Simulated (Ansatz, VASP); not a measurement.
# One calculation of TiAsS3, two programs

```
Ti As S
1.0
     4.67246    0.00000    0.00000
     0.00000    4.67246    0.00000
     0.00000    0.00000    4.67246
Ti As S
1 1 3
Direct
  0.50000 0.50000 0.50000
  0.00000 0.00000 0.00000
  0.00000 0.50000 0.50000
  0.50000 0.00000 0.50000
  0.50000 0.50000 0.00000
```

Alike in both runs: functional PBE; k mesh 4 × 4 × 4; occupations gaussian, width 0.1 eV; no spin polarisation.

Ansatz relaxed the structure, and its values are those at the end. VASP's run is a single point on that final structure, the one shown.

|  | VASP | Ansatz |
| --- | --- | --- |
| version | VASP 6.6.1 | Ansatz 0.2.0 |
| potentials or method | VASP PAW PBE potentials, release 64 (Ti_sv, As, S), cutoff 520 eV | scalar-relativistic, plane waves, PAW |
| valence electrons in the cell | 35 | 45 |

```tsv
	VASP	Ansatz	Ansatz less VASP
gap on the k mesh at the Fermi level (eV)	none	none	-
pressure (GPa)	0.2	0.2	+0.02
```

A gap of «none» marks a metal or a gap that the smearing closes. VASP's potentials hold 35 valence electrons a cell and Ansatz's 45, so a difference there can come from the potentials and not from the codes.
